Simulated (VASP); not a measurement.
# Bi (Immm) in VASP: notebook

Runs on Bi. Level: PBEsol+D3(BJ). Tasks: single point.

All numbers are computed with VASP 6.6.1; they aren't measurements. Logs are shortened: lines on timing, memory, paths and dates and some standing lists are left out, and cuts for length are marked.

## (1) The cell of the first run

The structure is orthorhombic, space group Immm (No. 71). The conventional cell has a = 3.181 Å, b = 4.027 Å, c = 4.335 Å, α = 90.00°, β = 90.00°, γ = 90.00°. Within 4.4 Å of Bi (site symmetry mmm) lie 14 Bi at 3.18 to 4.34 Å.

## (2) Single point, PBEsol+D3(BJ)

File INCAR:

```
PREC     = Accurate       # precision mode
ENCUT    = 520            # plane-wave cutoff, eV
EDIFF    = 1E-7           # SCF threshold, eV
ISMEAR   = 0              # smearing method
SIGMA    = 0.15           # smearing width, eV
LREAL    = F              # projectors in reciprocal space
LASPH    = T              # aspherical terms in the spheres
NELM     = 100            # most SCF steps
ALGO     = Fast           # electronic algorithm
ISIF     = 2              # what is computed and relaxed
LWAVE    = F              # write WAVECAR
LCHARG   = T              # write CHGCAR
GGA      = PS             # functional
IVDW     = 12             # dispersion correction
LELF     = T              # ELF
LVHAR    = T            
NBANDS   = 14             # bands
```

File KPOINTS:

```
Automatic mesh
0
Gamma
  16 16 16
```

File POSCAR:

```
Bi
1.0
   -1.5903658635      2.1675264018      2.0137131183
    1.5903658635     -2.1675264018      2.0137131183
    1.5903658635      2.1675264018     -2.0137131183
Bi
1
Direct
    0.0000000000      0.0000000000      0.0000000000
```

Potentials or basis: VASP PAW PBE potentials, release 64 (Bi_d).

The run is started by

```
$ cat potpaw_PBE.64/Bi_d/POTCAR > POTCAR
$ mpirun -np 1 vasp_std > vasp.out
```

OUTCAR:

```text
PREC = Accurate
   ENCUT = 520
   EDIFF = 1E-7
   ISMEAR = 0
   LREAL = F
   LASPH = T
   NELM = 100
   ISIF = 2
   GGA = PS
   IVDW = 12
 IVDW          = 12

 ion  position               nearest neighbor table
   1  0.000  0.000  0.000-

  LATTYP: Found a body centered orthorhombic cell.
 ALAT       =     3.1807317270
 B/A-ratio  =     1.2661948829
 C/A-ratio  =     1.3629105425

  Lattice vectors:

 A1 = (   1.5903658635,  -2.1675264018,  -2.0137131183)
 A2 = (  -1.5903658635,  -2.1675264018,   2.0137131183)
 A3 = (  -1.5903658635,   2.1675264018,  -2.0137131183)

Analysis of symmetry for initial positions (statically):
=====================================================================
 Subroutine PRICEL returns:
 Original cell was already a primitive cell.

 Routine SETGRP: Setting up the symmetry group for a
 body centered orthorhombic supercell.

 Subroutine GETGRP returns: Found  8 space group operations
 (whereof  8 operations were pure point group operations)
 out of a pool of  8 trial point group operations.

The static configuration has the point symmetry D_2h.

Analysis of symmetry for dynamics (positions and initial velocities):
=====================================================================
 Subroutine PRICEL returns:
 Original cell was already a primitive cell.

 Routine SETGRP: Setting up the symmetry group for a
 body centered orthorhombic supercell.

 Subroutine GETGRP returns: Found  8 space group operations
 (whereof  8 operations were pure point group operations)
 out of a pool of  8 trial point group operations.

The dynamic configuration has the point symmetry D_2h.

 Subroutine INISYM returns: Found  8 space group operations
 (whereof  8 operations are pure point group operations),
 and found     1 'primitive' translations

----------------------------------------------------------------------------------------

                                     Primitive cell

  volume of cell :      27.7664

  direct lattice vectors                    reciprocal lattice vectors
    -1.590365863  2.167526402  2.013713118     0.000000000  0.230677698  0.248297533
     1.590365863 -2.167526402  2.013713118     0.314393066  0.000000000  0.248297533
     1.590365863  2.167526402 -2.013713118     0.314393066  0.230677698  0.000000000

  length of vectors
     3.358939536  3.358939536  3.358939536     0.338915720  0.400617854  0.389942560

  position of ions in fractional coordinates (direct lattice)
     0.000000000  0.000000000  0.000000000

  ion indices of the primitive-cell ions
   primitive index   ion index
                 1           1

----------------------------------------------------------------------------------------

 KPOINTS: Automatic mesh

Automatic generation of k-mesh.
 Grid dimensions read from file:
 generate k-points for:   16   16   16

 Generating k-lattice:

  Cartesian coordinates                     Fractional coordinates (reciprocal lattice)
     0.000000000  0.014417356  0.015518596     0.062500000  0.000000000 -0.000000000
     0.019649567  0.000000000  0.015518596     0.000000000  0.062500000 -0.000000000
     0.019649567  0.014417356  0.000000000     0.000000000  0.000000000  0.062500000

  Length of vectors
     0.021182232  0.025038616  0.024371410

  Shift w.r.t. Gamma in fractional coordinates (k-lattice)
     0.000000000  0.000000000  0.000000000

 Subroutine IBZKPT returns following result:
 ===========================================

 Found    621 irreducible k-points:

 Following reciprocal coordinates:
            Coordinates               Weight
  0.000000  0.000000  0.000000      1.000000
  0.062500  0.000000 -0.000000      4.000000
  0.125000  0.000000 -0.000000      4.000000
  0.187500  0.000000 -0.000000      4.000000
  0.250000  0.000000 -0.000000      4.000000
  0.312500  0.000000 -0.000000      4.000000
[... 16 lines left out ...]
 -0.187500  0.062500  0.000000      8.000000
 -0.125000  0.062500  0.000000      8.000000
 [... further k-points ...]
   k-points           NKPTS =    621   k-points in BZ     NKDIM =    621   number of bands    NBANDS=     14
   number of dos      NEDOS =    301   number of ions     NIONS =      1
   total plane-waves  NPLWV =  21952
   dimension x,y,z NGX =    28 NGY =   28 NGZ =   28
   dimension x,y,z NGXF=    56 NGYF=   56 NGZF=   56
   ions per type =               1
   NGX,Y,Z   is equivalent  to a cutoff of  13.86, 13.86, 13.86 a.u.
   NGXF,Y,Z  is equivalent  to a cutoff of  27.72, 27.72, 27.72 a.u.
 SYSTEM =  unknown system
   PREC   = accura    normal or accurate (medium, high low for compatibility)
   ISTART =      0    job   : 0-new  1-cont  2-samecut
   ICHARG =      2    charge: 1-file 2-atom 10-const
   ISPIN  =      1    spin polarized calculation?
   LNONCOLLINEAR =      F non collinear calculations
   LSORBIT =      F    spin-orbit coupling
   LASPH  =      T    aspherical Exc in radial PAW
   ENCUT  =  520.0 eV  38.22 Ry    6.18 a.u.   6.25  6.25  6.25*2*pi/ulx,y,z
   NELM   =    100;   NELMIN=  2; NELMDL= -5     # of ELM steps
   EDIFF  = 0.1E-06   stopping-criterion for ELM
   LREAL  =      F    real-space projection
   EDIFFG = 0.1E-05   stopping-criterion for IOM
   NSW    =      0    number of steps for IOM
   IBRION =     -1    ionic relax: 0-MD 1-quasi-New 2-CG
   NFREE  =      0    steps in history (QN), initial steepest desc. (CG)
   ISIF   =      2    stress and relaxation
   ISYM   =      2    0-nonsym 1-usesym 2-fastsym
   POTIM  = 0.5000    time-step for ionic-motion
   TEBEG  =    0.0;   TEEND  =   0.0 temperature during run
   PSTRESS=    0.0 pullay stress
   NELECT =      15.0000    total number of electrons
   NUPDOWN=      -1.0000    fix difference up-down
   EMIN   =  10.00;   EMAX   =-10.00  energy-range for DOS
   EFERMI =   0.00;   METHOD = LEGACY
   ISMEAR =     0;   SIGMA  =   0.15  broadening in eV -4-tet -1-fermi 0-gaus
   EFERMI_NEDOS =   21; number of points for ismear=-14 and -15
   IALGO  =     68    algorithm
   IMIX   =      4    mixing-type and parameters
     AMIX     =   0.40;   BMIX     =  1.00
     AMIX_MAG =   1.60;   BMIX_MAG =  1.00
  volume/ion in A,a.u.               =      27.77       187.38
  Fermi-wavevector in a.u.,A,eV,Ry     =   1.333313  2.519597 24.187411  1.777725
  Thomas-Fermi vector in A             =   2.462181
   LORBIT       =      0    0 simple, 1 ext, 2 COOP (PROOUT), +10 PAW based schemes
   GGA     = PS    functional components
   LHFCALC =     F    Hartree Fock is set to
   AEXX    =    0.0000 exact exchange contribution
   IVDW    =    12    specifies the selected vdW correction
   LEPSILON=     F    determine dielectric tensor
   LRPA    =     F    only Hartree local field effects (RPA)
 non-spin polarized calculation
 RMM-DIIS sequential band-by-band and
 Gauss-broadening in eV      SIGMA  =   0.15
  energy-cutoff  :      520.00
  volume of cell :       27.77
 maximum number of plane-waves:       764
 NGX is ok and might be reduce to    28
   NGX = 13   NGY = 13   NGZ = 13

 number of electron      14.9999999 magnetization

 Free energy of the ion-electron system (eV)
  ---------------------------------------------------
  ext. energy  EPLUGINS =         0.00000000
  ---------------------------------------------------
  free energy    TOTEN  =        -4.11798358 eV

  energy without entropy =       -4.11189318  energy(sigma->0) =       -4.11493838

 E-fermi :   9.3098     XC(G=0): -10.9737

 val. band max:        9.3062654162   @ k =   0.3125   0.3125   0.1250
 cond. band min:       9.3131887518   @ k =   0.5000  -0.4375   0.2500
 fundamental gap:      0.0069233356
 Fermi energy:         9.3098019347

 k-point     1 :       0.0000    0.0000    0.0000
  band No.  band energies     occupation
      1     -13.8622      2.00000
      2     -13.8553      2.00000
      3     -13.7322      2.00000
      4     -13.7095      2.00000
      5     -13.5939      2.00000
      6      -5.2384      2.00000
      7      13.4339      0.00000
      8      13.6694      0.00000
      9      17.3153      0.00000
     10      17.7969      0.00000
     11      18.4639      0.00000
     12      20.1179      0.00000
     13      21.1396      0.00000
     14      23.1285      0.00000

 k-point     2 :       0.0625    0.0000   -0.0000
  band No.  band energies     occupation
      1     -13.8574      2.00000
      2     -13.8563      2.00000
      3     -13.7296      2.00000
      4     -13.7063      2.00000
      5     -13.5964      2.00000
      6      -5.1724      2.00000
      7      12.6092      0.00000
      8      13.6234      0.00000
      9      17.1354      0.00000
     10      18.1181      0.00000
     11      19.2192      0.00000
     12      20.0199      0.00000
     13      20.9862      0.00000
     14      22.8766      0.00000

 k-point     3 :       0.1250    0.0000   -0.0000
  band No.  band energies     occupation
      1     -13.8628      2.00000
      2     -13.8400      2.00000
      3     -13.7276      2.00000
      4     -13.6917      2.00000
      5     -13.6034      2.00000
      6      -4.9756      2.00000
      7      10.8715      0.00000
      8      13.7787      0.00000
      9      16.6739      0.00000
     10      18.3179      0.00000
     11      19.7579      0.00000
     12      20.6263      0.00000
     13      21.2374      0.00000
     14      22.4311      0.00000

 k-point     4 :       0.1875    0.0000   -0.0000
  band No.  band energies     occupation
      1     -13.8711      2.00000
      2     -13.8158      2.00000
      3     -13.7297      2.00000
      4     -13.6644      2.00000
      5     -13.6137      2.00000
      6      -4.6520      2.00000
      7       9.0378      1.98966
      8      14.0321      0.00000
      9      16.0814      0.00000
     10      18.5424      0.00000
     11      19.4703      0.00000
     12      20.2366      0.00000
     13      22.0014      0.00000
     14      23.5634      0.00000

 k-point     5 :       0.2500    0.0000   -0.0000
  band No.  band energies     occupation
      1     -13.8810      2.00000
      2     -13.7880      2.00000
      3     -13.7338      2.00000
      4     -13.6304      2.00000
      5     -13.6254      2.00000
      6      -4.2125      2.00000
      7       7.2942      2.00000
      8      14.3487      0.00000
      9      15.4819      0.00000
     10      18.7606      0.00000
     11      19.2853      0.00000
[... 276 lines left out ...]
 k-point    22 :      -0.2500    0.0625    0.0000
  band No.  band energies     occupation
      1     -13.8645      2.00000
      2     -13.8002      2.00000
      3     -13.7330      2.00000
      4     -13.6488      2.00000
      5     -13.6221      2.00000
      6      -4.3831      2.00000
      7       8.2677      2.00000
      8      14.0665      0.00000
      9      14.9782      0.00000
     10      18.7236      0.00000
     11      18.9164      0.00000
     12      20.5504      0.00000
     13      22.6838      0.00000
     14      23.9636      0.00000

 k-point    23 :      -0.1875    0.0625    0.0000
  band No.  band energies     occupation
      1     -13.8553      2.00000
      2     -13.8256      2.00000
      3     -13.7297      2.00000
      4     -13.6802      2.00000
      5     -13.6111      2.00000
      6      -4.7622      2.00000
      7      10.0643      0.00000
      8      13.7784      0.00000
      9      15.5371      0.00000
     10      18.5527      0.00000
     11      19.2477      0.00000
     12      20.6675      0.00000
     13      22.3326      0.00000
     14      22.7937      0.00000

 k-point    24 :      -0.1250    0.0625    0.0000
  band No.  band energies     occupation
      1     -13.8484      2.00000
      2     -13.8447      2.00000
      3     -13.7297      2.00000
      4     -13.7025      2.00000
      5     -13.6021      2.00000
      6      -5.0188      2.00000
      7      11.8820      0.00000
      8      13.5238      0.00000
      9      16.1014      0.00000
     10      18.4277      0.00000
     11      19.5238      0.00000
     12      20.1216      0.00000
     13      20.7364      0.00000
     14      22.6605      0.00000

 [... further k-points ...]

------------------------ aborting loop because EDIFF is reached ----------------------------------------

 Edisp (eV)   -0.59006

 E8    (eV) :    -0.4224

  FORCE on cell =-STRESS in cart. coord.  units (eV):
  Direction    XX          YY          ZZ          XY          YZ          ZX
  --------------------------------------------------------------------------------------
  -------------------------------------------------------------------------------------
  Total       1.52834     0.31212     0.35261     0.00000     0.00000    -0.00000
  in kB      88.18856    18.01011    20.34612     0.00000     0.00000    -0.00000
  external pressure =       42.18 kB  Pullay stress =        0.00 kB

 VOLUME and BASIS-vectors are now :
 -----------------------------------------------------------------------------
  energy-cutoff  :      520.00
  volume of cell :       27.77
      direct lattice vectors                 reciprocal lattice vectors
    -1.590365863  2.167526402  2.013713118     0.000000000  0.230677698  0.248297533
     1.590365863 -2.167526402  2.013713118     0.314393066  0.000000000  0.248297533
     1.590365863  2.167526402 -2.013713118     0.314393066  0.230677698  0.000000000

 POSITION                                       TOTAL-FORCE (eV/Angst)
 -----------------------------------------------------------------------------------
      0.00000      0.00000      0.00000         0.000000     -0.000000      0.000000
 -----------------------------------------------------------------------------------
    total drift:                               -0.000000     -0.000000     -0.000000

  FREE ENERGIE OF THE ION-ELECTRON SYSTEM (eV)
  ---------------------------------------------------
  free  energy   TOTEN  =        -4.7080448444 eV

  energy  without entropy=       -4.7019544456  energy(sigma->0) =       -4.70499964
```

Wall time 7.9 min (1 thread of Intel Xeon 8259CL, shared host); peak memory 0.34 GiB.

What came out:

```yaml
Free_energy: -4.7080 eV
Pressure: 4.2 GPa
Band_gap_on_the_k_mesh: zero (an odd number of electrons rules out a gap without spin polarisation)
Dispersion_energy_per_atom: -0.590 eV
```

Caveat: the cell differs from its parent crystal (strain +e along x and -e along y -0.1500, strain +e along z and -e/2 along x and y +0.0467); the cell stands under pressure; the PAW data sets were made with another functional, which shifts forces and pressure a little; spin-orbit coupling is left out, which moves the levels of the heavy elements.

## (3) Single point, PBEsol+D3(BJ)

File INCAR:

```
SYSTEM = Bi
ALGO = Fast
EDIFF = 1E-6
ENCUT = 520
GGA = PS
ISIF = 2
ISMEAR = 0
IVDW = 12
LASPH = .TRUE.
LCHARG = .FALSE.
LREAL = .FALSE.
LWAVE = .FALSE.
NBANDS = 14
NELM = 60
PREC = Accurate
SIGMA = 0.15
```

File KPOINTS:

```
k-points
0
G
  16 16 16
  0 0 0
```

File POSCAR:

```
Bi
1.0
   -1.6128751244      2.1900356628      1.9686945963
    1.6128751244     -2.1900356628      1.9686945963
    1.6128751244      2.1900356628     -1.9686945963
Bi
1
Direct
    0.0000000000      0.0000000000      0.0000000000
```

Potentials or basis: VASP PAW PBE potentials, release 64 (Bi_d).

The run is started by

```
$ cat potpaw_PBE.64/Bi_d/POTCAR > POTCAR
$ mpirun -np 1 vasp_std > vasp.out
```

It took 6.2 min on 1 thread of Intel Xeon 8259CL, shared host; peak memory 0.34 GiB.

It converged, with:

```
Free energy                : -4.7218 eV
Pressure                   : 3.6 GPa
Band gap on the k mesh     : zero (an odd number of electrons rules out a gap without spin polarisation)
Dispersion energy per atom : -0.589 eV
```

Stress tensor (GPa, compression positive):
```
7.08 0.00 0.00
0.00 1.48 0.00
0.00 0.00 2.31
```

Levels at points of the mesh, in eV from the Fermi level:
```csv
k point,band 5,band 6,band 7,band 8,band 9,band 10
"(0.00, 0.00, 0.00)",-22.90,-14.50,4.32,4.63,7.69,8.76
"(0.50, 0.00, 0.00)",-22.84,-11.62,-6.16,4.61,5.77,9.30
"(0.00, 0.50, 0.00)",-22.83,-9.86,-5.48,0.79,1.61,4.96
"(0.50, 0.50, 0.00)",-22.83,-10.18,-5.77,1.76,2.91,6.17
"(0.50, 0.50, 0.50)",-22.81,-9.07,-4.14,-2.62,1.67,2.51
```

Caveat: the cell differs from its parent crystal (strain +e along x and -e along y -0.1500, strain +e along z and -e/2 along x and y +0.0233); the cell stands under pressure; the PAW data sets were made with another functional, which shifts forces and pressure a little; spin-orbit coupling is left out, which moves the levels of the heavy elements.
